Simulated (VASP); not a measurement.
**SnO: single point with r2SCAN**

The system is SnO.

```
Sn O
1.0
     0.00000    2.70821    2.70821
     2.70821    0.00000    2.70821
     2.70821    2.70821    0.00000
Sn O
1 1
Direct
  0.00000 0.00000 0.00000
  0.25000 0.25000 0.25000
```

```yaml
Program: VASP 6.6.1
Task: single point
Functional: r2SCAN
Potentials_or_basis: VASP PAW PBE potentials, release 64 (Sn_d, O)
Cutoff: 520 eV
k_mesh: 8 × 8 × 8
Occupations: fermi-dirac, width 0.02 eV
Spin: no spin polarisation
```

```json
{
 "Pressure": "0.3 GPa",
 "Band gap on the k mesh": "zero (band 10 reaches 6.13 eV, above the bottom of band 11 at 5.94 eV)"
}
```

Levels at points of the mesh, in eV from the Fermi level:
| k point | band 7 | band 8 | band 9 | band 10 | band 11 | band 12 | band 13 | band 14 |
| --- | --- | --- | --- | --- | --- | --- | --- | --- |
| (0.00, 0.00, 0.00) | -6.51 | -4.00 | -4.00 | -4.00 | 4.63 | 4.63 | 4.63 | 9.45 |
| (0.50, 0.00, 0.00) | -8.36 | -4.44 | -4.44 | -2.49 | 1.71 | 4.77 | 4.77 | 8.85 |
| (0.50, 0.50, 0.00) | -8.17 | -5.21 | -5.21 | -0.63 | -0.19 | 5.44 | 5.44 | 5.58 |

Wall time 46 s on 1 thread of Intel(R) Xeon(R) Platinum 8559C (Emerald Rapids) (shared host), peak memory 0.17 GiB.

Caveat: the PAW data sets were made with another functional, which shifts forces and pressure a little; spin-orbit coupling is left out, which moves the levels of the heavy elements.
